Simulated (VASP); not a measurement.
Wanted: the native input for a VASP 6.6.1 run.

* Task: relaxation of cell and atoms
* Functional: PBE
* Potentials or basis: VASP PAW PBE potentials, release 64 (Rb_sv, O)
* Cutoff: 600 eV
* k mesh: 4 × 4 × 4
* Occupations: gaussian, width 0.1 eV
* Spin: no spin polarisation
* Dipole correction: no
* Further INCAR settings: ALGO = Normal; EDIFF = 1e-06; IBRION = 2; EDIFFG = -0.04; NSW = 90; ISIF = 3

The structure of Rb4O lies in POSCAR:

```
Rb4O
1.0
   -3.7189629200      3.7189629200      3.7189629200
    3.7189629200     -3.7189629200      3.7189629200
    3.7189629200      3.7189629200     -3.7189629200
Rb O
4 1
Direct
    0.0000000000      0.6305807800      0.0000000000
    0.3694192200      0.3694192200      0.3694192200
    0.0000000000      0.0000000000      0.6305807800
    0.6305807800      0.0000000000      0.0000000000
    0.0000000000      0.0000000000      0.0000000000
```

These files were run (other wordings do the same):

INCAR

```
SYSTEM = Rb4O
PREC = Accurate
ENCUT = 600
EDIFF = 1E-6
ISMEAR = 0
SIGMA = 0.1
LREAL = .False.
LASPH = .True.
NELM = 100
ALGO = Normal
ISIF = 3
LWAVE = .False.
LCHARG = .False.
GGA = PE
IBRION = 2
NSW = 90
EDIFFG = -0.04
```

KPOINTS

```
regular mesh
0
Gamma
  4 4 4
  0 0 0
```

Potentials or basis: VASP PAW PBE potentials, release 64 (Rb_sv, O).

Command:

```bash
$ cat potpaw_PBE.64/Rb_sv/POTCAR potpaw_PBE.64/O/POTCAR > POTCAR
$ mpirun -np 1 vasp_std > vasp.out
```

Results of the run:

```json
{
  "Relaxed volume": "65.13 Å³/atom",
  "Relaxed cell": "a = 7.507 Å, b = 7.507 Å, c = 7.507 Å, α = 109.47°, β = 109.47°, γ = 109.47°",
  "Space group after relaxing (to 0.05 Å)": "I-43m (No. 217)",
  "Energy gained by relaxing": "187.8 meV/atom",
  "Ionic steps": "10",
  "Pressure after relaxing": "0.0 GPa",
  "Largest force after relaxing": "0.014 eV/Å",
  "Band gap on the k mesh": "zero (band 21 reaches 0.66 eV, above the bottom of band 22 at -0.08 eV)"
}
```

Caveat: the volume moved by over 15 % at a fixed basis, so the end points are rough.

It took 12 min on 1 thread of Intel Xeon 6975P-C, with other jobs on the host, peak memory 0.43 GiB.
